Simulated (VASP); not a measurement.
## P: single point with PBEsol

Slab: P, a slab with vacuum.

```
CELL_PARAMETERS angstrom
3.18522 0.00000 0.00000
0.00000 33.81132 0.00000
0.00000 0.00000 4.56260
ATOMIC_POSITIONS crystal
P 0.00000 0.97026 0.59215
P 0.00000 0.02974 0.40785
P 0.50000 0.02974 0.09215
P 0.50000 0.97026 0.90785
```

This cell differs from its parent crystal: strain -0.030 along x and y, -0.015 along z.

| Property | Result |
| --- | --- |
| Program | VASP 6.6.1 |
| Task | single point |
| Functional | PBEsol |
| Potentials or basis | VASP PAW PBE potentials, release 64 (P) |
| Cutoff | 520 eV |
| k mesh | 8 × 1 × 6 |
| Occupations | gaussian, width 0.05 eV |
| Spin | no spin polarisation |
| Dipole correction | no |
| Further INCAR settings | ALGO = Normal; EDIFF = 1e-06; NBANDS = 18 |

* Largest force: 0.891 eV/Å
* Band gap on the k mesh: 0.90 eV, indirect (least direct gap 0.94 eV)

Forces on the atoms (eV/Å):
```
P    0.000 -0.684 -0.572
P    0.000  0.684  0.572
P    0.000  0.684 -0.572
P    0.000 -0.684  0.572
```

Levels at points of the mesh, in eV from the valence-band top:
| k point | band 7 | band 8 | band 9 | band 10 | band 11 | band 12 | band 13 | band 14 |
| --- | --- | --- | --- | --- | --- | --- | --- | --- |
| (0.00, 0.00, 0.00) | -3.51 | -1.83 | -1.76 | -0.04 | 0.90 | 1.61 | 2.96 | 3.48 |
| (0.50, 0.00, 0.00) | -2.91 | -2.91 | -2.11 | -2.11 | 1.11 | 1.11 | 2.15 | 2.15 |
| (0.00, 0.00, 0.50) | -2.66 | -2.66 | -1.53 | -1.53 | 2.33 | 2.33 | 3.87 | 3.87 |
| (0.50, 0.00, 0.50) | -4.78 | -4.78 | -1.08 | -1.08 | 2.38 | 2.38 | 3.72 | 3.72 |

It took 4.8 min on 1 thread of Oxide Virtual Turin-like Processor (shared host), peak memory 0.5 GiB.

Caveat: the cell differs from its parent crystal (strain -0.030 along x and y, -0.015 along z); the PAW data sets were made with another functional, which shifts forces and pressure a little.
